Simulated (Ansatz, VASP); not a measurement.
One calculation of Sb, two programs

The input INCAR:

```
SYSTEM = Sb
PREC = Accurate
ENCUT = 520
EDIFF = 1E-6
ISMEAR = 0
SIGMA = 0.05
LREAL = .False.
LASPH = .True.
NELM = 80
ALGO = Normal
ISIF = 2
LWAVE = .False.
LCHARG = .False.
LDIPOL = .True.
IDIPOL = 3
DIPOL = 0.5 0.5 0.388
GGA = PE
IVDW = 12
NBANDS = 18
```

The input KPOINTS:

```
regular mesh
0
Gamma
  9 9 1
  0 0 0
```

Contents of POSCAR:

```
Sb
1.0
    4.0686848921      0.0000000000      0.0000000000
   -2.0343424461      3.5235844766      0.0000000000
    0.0000000000      0.0000000000     20.8000277116
Sb
4
Direct
    0.3333333333      0.6666666667      0.2956733491
    0.6666666667      0.3333333333      0.2163458656
    0.6666666667      1.0000000000      0.5600967399
    0.3333333333      1.3333333333      0.4807692564
```

Input for Ansatz:

```yaml
crystal:
  lattice:
    - [4.0686853555, 0.0, 0.0]
    - [-2.0343426777, 3.5235848779, 0.0]
    - [0.0, 0.0, 20.8000291998]
  atoms:
    - { symbol: Sb, position: [0.3333333333, 0.6666666667, 0.2956733638] }
    - { symbol: Sb, position: [0.6666666667, 0.3333333333, 0.2163458501] }
    - { symbol: Sb, position: [0.6666666667, 1.0, 0.5600967714] }
    - { symbol: Sb, position: [0.3333333333, 1.3333333333, 0.4807692578] }
basis:
  ecutwfc: 420
kpoints:
  mp_grid: { grid: [9, 9, 1] }
hamiltonian:
  xc: pbe
  dispersion: d3bj
scf:
  occupations: { method: gaussian, width: 0.05 }
output:
  forces: true
  eigenvalues: true
efield:
  axis: 3
  dipole_correction: true
  ramp_width: 0.04
```

Alike in both runs: task single point; functional PBE; dispersion D3(BJ); k mesh 9 × 9 × 1; occupations gaussian, width 0.05 eV; no spin polarisation.

```csv
,VASP,Ansatz
version,VASP 6.6.1,Ansatz 0.2.0
potentials or method,"VASP PAW PBE potentials, release 64 (Sb), cutoff 520 eV","scalar-relativistic, plane waves, PAW"
valence electrons in the cell,20,60
```

|  | VASP | Ansatz | Ansatz less VASP |
| --- | --- | --- | --- |
| gap on the k mesh at the Fermi level (eV) | 0.88 | 0.87 | -0.009 |
| least direct gap on the mesh (eV) | 1.41 | 1.44 | +0.039 |
| rms of the force components (eV/Å) | 0.074 | 0.035 | -0.0394 |

Atom by atom the forces differ by 0.050 eV/Å (rms over components). VASP's potentials hold 20 valence electrons a cell and Ansatz's 60, so a difference there can come from the potentials and not from the codes.

Neither program's run includes spin-orbit coupling.
